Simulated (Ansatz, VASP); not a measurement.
One calculation of CdS, two programs

```
Cd S
1.0
    -0.08727    2.92072    2.92072
     2.92072   -0.08727    2.92072
     2.92072    2.92072   -0.08727
Cd S
1 1
Direct
  0.99677 0.99677 0.99677
  0.25323 0.25323 0.25323
```

Change from the starting cell: epitaxial_111 strain +2.3%.

Alike in both runs: task single point; functional r2SCAN; k mesh 8 × 8 × 8; no spin polarisation.

```csv
,VASP,Ansatz
version,VASP 6.6.1,Ansatz 0.2.0
potentials or method,"VASP PAW PBE potentials, release 64 (Cd, S)","plane waves, PAW"
plane-wave cutoff (eV),520,500
occupations,"gaussian, width 0.01 eV",fixed
valence electrons in the cell,18,26
```

```csv
,VASP,Ansatz,Ansatz less VASP
gap on the k mesh at the Fermi level (eV),1.36,1.37,+0.007
pressure (GPa),-1.2,-1.5,-0.27
"traceless stress, the component that is largest in VASP (GPa)",0.76,0.75,-0.006
```

VASP's potentials were made for PBE, not for r2SCAN. VASP's potentials hold 18 valence electrons a cell and Ansatz's 26, so a difference there can come from the potentials and not from the codes.
